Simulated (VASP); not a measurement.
# Ta (Im-3m) in VASP: relaxation of cell and atoms with PBEsol

Aim: the relaxation of cell and atoms of Ta with PBEsol.

Everything below comes from runs of VASP 6.6.1. Logs are shortened: lines on timing, memory, paths and dates and some standing lists are left out, and cuts for length are marked.

## 1. The cell of the first run

It takes space group Im-3m (No. 229, cubic). The conventional cell has a = 3.283 Å, b = 3.283 Å, c = 3.283 Å, α = 90.00°, β = 90.00°, γ = 90.00°. Within 3.7 Å of Ta (site symmetry m-3m) lie 14 Ta at 2.84 to 3.28 Å.

## 2. Relaxation of cell and atoms, PBEsol

INCAR

```
SYSTEM = Ta
ALGO     = Normal         ! electronic algorithm
EDIFF    = 1E-7           ! SCF threshold, eV
EDIFFG   = -0.001         ! ionic threshold
ENCUT    = 600            ! plane-wave cutoff, eV
GGA      = PS             ! functional
IBRION   = 2              ! ionic algorithm
ISIF     = 3              ! what is computed and relaxed
ISMEAR   = -1             ! smearing method
LASPH    = .True.         ! aspherical terms in the spheres
LCHARG   = .False.        ! write CHGCAR
LREAL    = .False.        ! projectors in reciprocal space
LWAVE    = .False.        ! write WAVECAR
NELM     = 60             ! most SCF steps
NSW      = 80             ! ionic steps
PREC     = Accurate       ! precision mode
SIGMA    = 0.15           ! smearing width, eV
```

KPOINTS

```
k-points
0
Gamma
  16 16 16
  0 0 0
```

POSCAR

```
Ta
1.0
   -1.6412554326      1.6412554326      1.6412554326
    1.6412554326     -1.6412554326      1.6412554326
    1.6412554326      1.6412554326     -1.6412554326
Ta
1
Direct
    0.0000000000      0.0000000000      0.0000000000
```

Potentials or basis: VASP PAW PBE potentials, release 64 (Ta_pv).

The run is started by

```console
$ cat potpaw_PBE.64/Ta_pv/POTCAR > POTCAR
$ mpirun -np 1 vasp_std > vasp.out
```

OUTCAR:

```text
SYSTEM = Ta
   EDIFF = 1E-7
   EDIFFG = -0.001
   ENCUT = 600
   GGA = PS
   IBRION = 2
   ISIF = 3
   ISMEAR = -1
   LASPH = .True.
   LREAL = .False.
   NELM = 60
   NSW = 80
   PREC = Accurate

 ion  position               nearest neighbor table
   1  0.000  0.000  0.000-

  LATTYP: Found a body centered cubic cell.
 ALAT       =     3.2825108652

  Lattice vectors:

 A1 = (  -1.6412554326,   1.6412554326,   1.6412554326)
 A2 = (   1.6412554326,  -1.6412554326,   1.6412554326)
 A3 = (   1.6412554326,   1.6412554326,  -1.6412554326)

Analysis of symmetry for initial positions (statically):
=====================================================================
 Subroutine PRICEL returns:
 Original cell was already a primitive cell.

 Routine SETGRP: Setting up the symmetry group for a
 body centered cubic supercell.

 Subroutine GETGRP returns: Found 48 space group operations
 (whereof 48 operations were pure point group operations)
 out of a pool of 48 trial point group operations.

The static configuration has the point symmetry O_h .

Analysis of symmetry for dynamics (positions and initial velocities):
=====================================================================
 Subroutine PRICEL returns:
 Original cell was already a primitive cell.

 Routine SETGRP: Setting up the symmetry group for a
 body centered cubic supercell.

 Subroutine GETGRP returns: Found 48 space group operations
 (whereof 48 operations were pure point group operations)
 out of a pool of 48 trial point group operations.

The dynamic configuration has the point symmetry O_h .

 Subroutine INISYM returns: Found 48 space group operations
 (whereof 48 operations are pure point group operations),
 and found     1 'primitive' translations

----------------------------------------------------------------------------------------

                                     Primitive cell

  volume of cell :      17.6843

  direct lattice vectors                    reciprocal lattice vectors
    -1.641255433  1.641255433  1.641255433     0.000000000  0.304644841  0.304644841
     1.641255433 -1.641255433  1.641255433     0.304644841  0.000000000  0.304644841
     1.641255433  1.641255433 -1.641255433     0.304644841  0.304644841  0.000000000

  length of vectors
     2.842737797  2.842737797  2.842737797     0.430832866  0.430832866  0.430832866

  position of ions in fractional coordinates (direct lattice)
     0.000000000  0.000000000  0.000000000

  ion indices of the primitive-cell ions
   primitive index   ion index
                 1           1

----------------------------------------------------------------------------------------

 KPOINTS: k-points

Automatic generation of k-mesh.
 Grid dimensions read from file:
 generate k-points for:   16   16   16

 Generating k-lattice:

  Cartesian coordinates                     Fractional coordinates (reciprocal lattice)
     0.000000000  0.019040303  0.019040303     0.062500000  0.000000000  0.000000000
     0.019040303  0.000000000  0.019040303     0.000000000  0.062500000  0.000000000
     0.019040303  0.019040303  0.000000000     0.000000000  0.000000000  0.062500000

  Length of vectors
     0.026927054  0.026927054  0.026927054

  Shift w.r.t. Gamma in fractional coordinates (k-lattice)
     0.000000000  0.000000000  0.000000000

 Subroutine IBZKPT returns following result:
 ===========================================

 Found    145 irreducible k-points:

 Following reciprocal coordinates:
            Coordinates               Weight
  0.000000  0.000000  0.000000      1.000000
  0.062500  0.000000  0.000000     12.000000
  0.125000  0.000000  0.000000     12.000000
  0.187500  0.000000  0.000000     12.000000
  0.250000  0.000000  0.000000     12.000000
  0.312500  0.000000  0.000000     12.000000
[... 16 lines left out ...]
  0.187500  0.187500  0.000000     24.000000
  0.250000  0.187500  0.000000     48.000000
 [... further k-points ...]
   k-points           NKPTS =    145   k-points in BZ     NKDIM =    145   number of bands    NBANDS=      9
   number of dos      NEDOS =    301   number of ions     NIONS =      1
   total plane-waves  NPLWV =  13824
   dimension x,y,z NGX =    24 NGY =   24 NGZ =   24
   dimension x,y,z NGXF=    48 NGYF=   48 NGZF=   48
   ions per type =               1
   NGX,Y,Z   is equivalent  to a cutoff of  14.04, 14.04, 14.04 a.u.
   NGXF,Y,Z  is equivalent  to a cutoff of  28.07, 28.07, 28.07 a.u.
 SYSTEM =  Ta
   PREC   = accura    normal or accurate (medium, high low for compatibility)
   ISTART =      0    job   : 0-new  1-cont  2-samecut
   ICHARG =      2    charge: 1-file 2-atom 10-const
   ISPIN  =      1    spin polarized calculation?
   LNONCOLLINEAR =      F non collinear calculations
   LSORBIT =      F    spin-orbit coupling
   LASPH  =      T    aspherical Exc in radial PAW
   ENCUT  =  600.0 eV  44.10 Ry    6.64 a.u.   5.68  5.68  5.68*2*pi/ulx,y,z
   NELM   =     60;   NELMIN=  2; NELMDL= -5     # of ELM steps
   EDIFF  = 0.1E-06   stopping-criterion for ELM
   LREAL  =      F    real-space projection
   EDIFFG = -.1E-02   stopping-criterion for IOM
   NSW    =     80    number of steps for IOM
   IBRION =      2    ionic relax: 0-MD 1-quasi-New 2-CG
   NFREE  =      1    steps in history (QN), initial steepest desc. (CG)
   ISIF   =      3    stress and relaxation
   ISYM   =      2    0-nonsym 1-usesym 2-fastsym
   POTIM  = 0.5000    time-step for ionic-motion
   TEBEG  =    0.0;   TEEND  =   0.0 temperature during run
   PSTRESS=    0.0 pullay stress
   NELECT =      11.0000    total number of electrons
   NUPDOWN=      -1.0000    fix difference up-down
   EMIN   =  10.00;   EMAX   =-10.00  energy-range for DOS
   EFERMI =   0.00;   METHOD = LEGACY
   ISMEAR =    -1;   SIGMA  =   0.15  broadening in eV -4-tet -1-fermi 0-gaus
   EFERMI_NEDOS =   21; number of points for ismear=-14 and -15
   IALGO  =     38    algorithm
   IMIX   =      4    mixing-type and parameters
     AMIX     =   0.40;   BMIX     =  1.00
     AMIX_MAG =   1.60;   BMIX_MAG =  1.00
  volume/ion in A,a.u.               =      17.68       119.34
  Fermi-wavevector in a.u.,A,eV,Ry     =   1.397471  2.640838 26.571170  1.952926
  Thomas-Fermi vector in A             =   2.520724
   LORBIT       =      0    0 simple, 1 ext, 2 COOP (PROOUT), +10 PAW based schemes
   GGA     = PS    functional components
   LHFCALC =     F    Hartree Fock is set to
   AEXX    =    0.0000 exact exchange contribution
   IVDW    =     0    specifies the selected vdW correction
   LEPSILON=     F    determine dielectric tensor
   LRPA    =     F    only Hartree local field effects (RPA)
 conjugate gradient relaxation of ions
 non-spin polarized calculation
  energy-cutoff  :      600.00
  volume of cell :       17.68
 maximum number of plane-waves:       604
   NGX = 11   NGY = 11   NGZ = 11

--------------------------------------- Ionic step        1  -------------------------------------------

 number of electron      11.0000002 magnetization

 Free energy of the ion-electron system (eV)
  ---------------------------------------------------
  ext. energy  EPLUGINS =         0.00000000
  ---------------------------------------------------
  free energy    TOTEN  =       -12.59834367 eV

  energy without entropy =      -12.50324169  energy(sigma->0) =      -12.55079268

------------------------ aborting loop because EDIFF is reached ----------------------------------------

  FORCE on cell =-STRESS in cart. coord.  units (eV):
  Direction    XX          YY          ZZ          XY          YZ          ZX
  --------------------------------------------------------------------------------------
  -------------------------------------------------------------------------------------
  Total        0.0554247      0.0554247      0.0554247      0.0000000      0.0000000      0.0000000
  in kB        5.0214089      5.0214089      5.0214089      0.0000000      0.0000000      0.0000000
  external PRESSURE =       5.0214089 kB  Pullay stress =       0.0000000 kB
[... 55 lines left out ...]
  energy  without entropy=      -12.5023206331  energy(sigma->0) =      -12.55018507

--------------------------------------- Ionic step        3  -------------------------------------------

 number of electron      11.0000002 magnetization

 Free energy of the ion-electron system (eV)
  ---------------------------------------------------
  ext. energy  EPLUGINS =         0.00000000
  ---------------------------------------------------
  free energy    TOTEN  =       -12.59840972 eV

  energy without entropy =      -12.50311955  energy(sigma->0) =      -12.55076464

 E-fermi :   5.4728     XC(G=0): -12.8097

 val. band max:        5.4663290606   @ k =   0.3125   0.0625   0.0625
 cond. band min:       5.4731684761   @ k =  -0.4375   0.4375   0.1875
 fundamental gap:      0.0068394155
 Fermi energy:         5.4727513409

 k-point     1 :       0.0000    0.0000    0.0000
  band No.  band energies     occupation
      1     -27.5077      2.00000
      2     -27.5077      2.00000
      3     -27.5077      2.00000
      4      -2.5405      2.00000
      5       6.1714      0.01880
      6       6.1714      0.01880
      7       6.1714      0.01880
      8       9.4981      0.00000
      9       9.4981      0.00000
[... 265 lines left out ...]
 k-point    24 :       0.2500    0.1875    0.0000
  band No.  band energies     occupation
      1     -28.4879      2.00000
      2     -27.9135      2.00000
      3     -27.6156      2.00000
      4       1.7204      2.00000
      5       4.1551      1.99969
      6       4.8387      1.97123
      7       8.8376      0.00000
      8      10.3747      0.00000
      9      12.3300      0.00000

 [... further k-points ...]

------------------------ aborting loop because EDIFF is reached ----------------------------------------

  FORCE on cell =-STRESS in cart. coord.  units (eV):
  Direction    XX          YY          ZZ          XY          YZ          ZX
  --------------------------------------------------------------------------------------
  -------------------------------------------------------------------------------------
  Total        0.0005113      0.0005113      0.0005113      0.0000000     -0.0000000      0.0000000
  in kB        0.0462078      0.0462078      0.0462078      0.0000000     -0.0000000      0.0000000
  external PRESSURE =       0.0462078 kB  Pullay stress =       0.0000000 kB
[... 16 lines left out ...]
  FREE ENERGIE OF THE ION-ELECTRON SYSTEM (eV)
  ---------------------------------------------------
  free  energy   TOTEN  =       -12.5984097207 eV

  energy  without entropy=      -12.5031195543  energy(sigma->0) =      -12.55076464

 reached required accuracy - stopping structural energy minimisation
```

Run time: 48 s. Hardware: 1 thread of Intel Xeon 8259CL, shared host; peak memory 0.16 GiB.

What came out:

| Quantity | Value |
| --- | --- |
| Free energy | -12.5984 eV |
| Relaxed volume | 17.73 Å³/atom |
| Relaxed cell | a = 2.845 Å, b = 2.845 Å, c = 2.845 Å, α = 109.47°, β = 109.47°, γ = 109.47° |
| Space group after relaxing (to 0.1 Å) | Im-3m (No. 229) |
| Energy gained by relaxing | 0.1 meV/atom |
| Ionic steps | 3 |
| Pressure after relaxing | 0.0 GPa |
| Band gap on the k mesh | zero (an odd number of electrons rules out a gap without spin polarisation) |

Final structure:
```
CELL_PARAMETERS angstrom
-1.64257 1.64257 1.64257
1.64257 -1.64257 1.64257
1.64257 1.64257 -1.64257
ATOMIC_POSITIONS crystal
Ta 0.00000 0.00000 0.00000
```

Caveat: the PAW data sets were made with another functional, which shifts forces and pressure a little; spin-orbit coupling is left out, which moves the levels of the heavy elements.
